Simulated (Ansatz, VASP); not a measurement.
# One calculation of RbAl3, two programs

Contents of INCAR:

```
  PREC = Accurate
  ENCUT = 600
  EDIFF = 1E-6
  ISMEAR = 0
  SIGMA = 0.1
  LREAL = F
  LASPH = T
  NELM = 100
  ALGO = Fast
  ISIF = 3
  LWAVE = F
  LCHARG = F
  GGA = PE
  IBRION = 2
  NSW = 90
  EDIFFG = -0.04
```

The input KPOINTS:

```
regular mesh
0
Gamma
  6 6 6
```

Contents of POSCAR:

```
RbAl3
1.0
   -2.1313599248      2.1313599248      4.7609598320
    2.1313599248     -2.1313599248      4.7609598320
    2.1313599248      2.1313599248     -4.7609598320
Rb Al
1 3
Direct
    0.0000000000      0.0000000000      0.0000000000
    0.5000000000      0.5000000000      0.0000000000
    0.2500000000      0.7500000000      0.5000000000
    0.7500000000      0.2500000000      0.5000000000
```

Input for Ansatz:

```yaml
crystal:
  lattice:
    - [-2.1313599248, 2.1313599248, 4.760959832]
    - [2.1313599248, -2.1313599248, 4.760959832]
    - [2.1313599248, 2.1313599248, -4.760959832]
  atoms:
    - { symbol: Rb, position: [0.0, 0.0, 0.0] }
    - { symbol: Al, position: [0.5, 0.5, 0.0] }
    - { symbol: Al, position: [0.25, 0.75, 0.5] }
    - { symbol: Al, position: [0.75, 0.25, 0.5] }
basis:
  ecutwfc: 420
kpoints:
  mp_grid: { grid: [6, 6, 6] }
hamiltonian:
  xc: pbe
scf:
  occupations: { method: gaussian, width: 0.1 }
  lower_state_search: "off"
output:
  forces: true
  stress: true
  eigenvalues: true
relax:
  adjacent_minimum: "off"
  f_tol: 0.04
  max_steps: 70
  cell: { stress_tol: 0.4 }
```

Alike in both runs: task relaxation of cell and atoms; functional PBE; k mesh 6 × 6 × 6; occupations gaussian, width 0.1 eV; no spin polarisation.

```csv
,VASP,Ansatz
version,VASP 6.6.1,Ansatz 0.2.0
potentials or method,"VASP PAW PBE potentials, release 64 (Rb_sv, Al), cutoff 600 eV","scalar-relativistic, plane waves, PAW"
valence electrons in the cell,18,18
```

Ansatz gave:

```
gap on the k mesh at the Fermi level, each at its own relaxed structure (eV) : none
relaxed volume (Å³/atom)                                                     : 23.87
relaxed cell length with the largest relative difference (Å)                 : 5.146
```

Question: Which values does VASP return?

Answer: gap on the k mesh at the Fermi level, each at its own relaxed structure (eV): none; relaxed volume (Å³/atom): 24.22; relaxed cell length with the largest relative difference (Å): 5.149.

A gap of «none» marks a metal or a gap that the smearing closes.
